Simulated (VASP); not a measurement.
Set up this calculation in VASP 6.6.1, as the native input.

* Task: single point
* Functional: PBE
* Potentials or basis: VASP PAW PBE potentials, release 64 (Cd, S)
* Cutoff: 520 eV
* k mesh: 5 × 5 × 5
* Occupations: fermi-dirac, width 0.05 eV
* Spin: no spin polarisation
* Dipole correction: no
* Further INCAR settings: ALGO = Normal; EDIFF = 1e-06; NBANDS = 16

The structure of CdS (Hawleyite) lies in POSCAR:

```
CdS
1.0
    0.0000000000      2.9165000000      2.9165000000
    2.9165000000      0.0000000000      2.9165000000
    2.9165000000      2.9165000000      0.0000000000
Cd S
1 1
Direct
   -0.0103480000      0.0223960000     -0.0034000000
    0.7487080000      0.7471110000      0.7497450000
```

These files were run (other wordings do the same):

INCAR

```
ALGO = Normal ; EDIFF = 1E-6
ENCUT = 520 ; GGA = PE
ISIF = 2 ; ISMEAR = -1
LASPH = T ; LCHARG = F
LREAL = F ; LWAVE = F
NBANDS = 16 ; NELM = 100
PREC = Accurate ; SIGMA = 0.05
```

KPOINTS

```
k-points
0
Gamma
  5 5 5
```

Potentials or basis: VASP PAW PBE potentials, release 64 (Cd, S).

Command:

```console
$ cat potpaw_PBE.64/Cd/POTCAR potpaw_PBE.64/S/POTCAR > POTCAR
$ mpirun -np 1 vasp_std > vasp.out
```

Results of the run:

| Item | Value |
| --- | --- |
| Pressure | 3.5 GPa |
| Largest force | 0.545 eV/Å |
| Band gap on the k mesh | 1.14 eV, direct |

Run time: 33 s on 1 thread of Intel(R) Xeon(R) Platinum 8259CL CPU @ 2.50GHz (Skylake/Cascade Lake), on a shared host, peak memory 0.2 GiB.
